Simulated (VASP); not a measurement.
Hf8NO15 (a cell with a defect), 24 atoms in the cell. The cell holds a defect, 24 atoms: a = 7.234 Å, b = 7.234 Å, c = 7.234 Å, α = 60.00°, β = 60.00°, γ = 60.00°. 

| Item | Value |
| --- | --- |
| Program | VASP 6.6.1 |
| Task | single point |
| Functional | PBE |
| Potentials or basis | VASP PAW PBE potentials, release 64 (Hf_pv, N, O) |
| Cutoff | 520 eV |
| k mesh | 3 × 3 × 3 |
| Occupations | fermi-dirac, width 0.01 eV |
| Spin | collinear spin, ferromagnetic start |
| Starting moments | [0.0, 0.0, 0.0, 0.0, 0.0, 0.0, 0.0, 0.0, 1.0, 0.0, 0.0, 0.0, 0.0, 0.0, 0.0, 0.0, 0.0, 0.0, 0.0, 0.0, 0.0, 0.0, 0.0, 0.0] μB |
| Dipole correction | no |
| Further INCAR settings | LREAL = Auto; ALGO = Normal; EDIFF = 1e-06; NBANDS = 110 |

Potentials or basis: VASP PAW PBE potentials, release 64 (Hf_pv, N, O).

Run with:

```console
$ cat potpaw_PBE.64/Hf_pv/POTCAR potpaw_PBE.64/N/POTCAR potpaw_PBE.64/O/POTCAR > POTCAR
$ mpirun -np 1 vasp_std > vasp.out
```

Hardware: 1 thread of Intel(R) Xeon(R) 6975P-C (Granite Rapids), on a shared host.

**Question.** Estimate the wall time of this run.

**Answer.** It took 7.3 min on 1 thread of Intel(R) Xeon(R) 6975P-C (Granite Rapids), on a shared host, peak memory 0.59 GiB. Counts: scf iterations 18, k points 4.
